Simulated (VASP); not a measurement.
Si5Sn:

```
Si Sn
1.0
     5.57961    0.00000    0.00000
    -2.78980    4.83208    0.00000
     0.00000    0.00000    7.33694
Si Sn
5 1
Direct
  0.50000 0.00000 0.50000
  0.00000 0.50000 0.50000
  0.50000 0.50000 0.50000
  0.00000 0.00000 0.85367
  0.00000 0.00000 0.14633
  0.00000 0.00000 0.50000
```

The cell was generated, and may not be a known phase.

* Program: VASP 6.6.1
* Task: relaxation of cell and atoms
* Functional: PBE
* Potentials or basis: VASP PAW PBE potentials, release 64 (Si, Sn_d)
* Cutoff: 600 eV
* k mesh: 6 × 6 × 4
* Occupations: gaussian, width 0.1 eV
* Spin: no spin polarisation

At the start: pressure 0.5 GPa; volume 32.97 Å³/atom.

**Question.** How do energy, volume and symmetry change on relaxing?

**Answer.** Over 4 steps the energy falls by 6.3 meV/atom and the volume is 33.29 Å³/atom (+1.0 %); space group P6/mmm (No. 191, to 0.1 Å) before and after.

The path:
| step | energy change (eV) | largest force (eV/Å) | pressure (GPa) | volume (Å³) |
| --- | --- | --- | --- | --- |
| 1 | 0.0000 | 0.1334 | 0.47 | 197.81 |
| 2 | -0.0315 | 0.3811 | -0.21 | 200.52 |
| 3 | -0.0329 | 0.2976 | -0.10 | 200.03 |
| 4 | -0.0379 | 0.0236 | 0.01 | 199.74 |

Final structure:
```
CELL_PARAMETERS angstrom
5.54285 0.00000 0.00000
-2.77142 4.80025 0.00000
0.00000 0.00000 7.50704
ATOMIC_POSITIONS crystal
Si 0.50000 0.00000 0.50000
Si 0.00000 0.50000 0.50000
Si 0.50000 0.50000 0.50000
Si 0.00000 0.00000 0.85471
Si 0.00000 0.00000 0.14529
Sn 0.00000 0.00000 0.50000
```
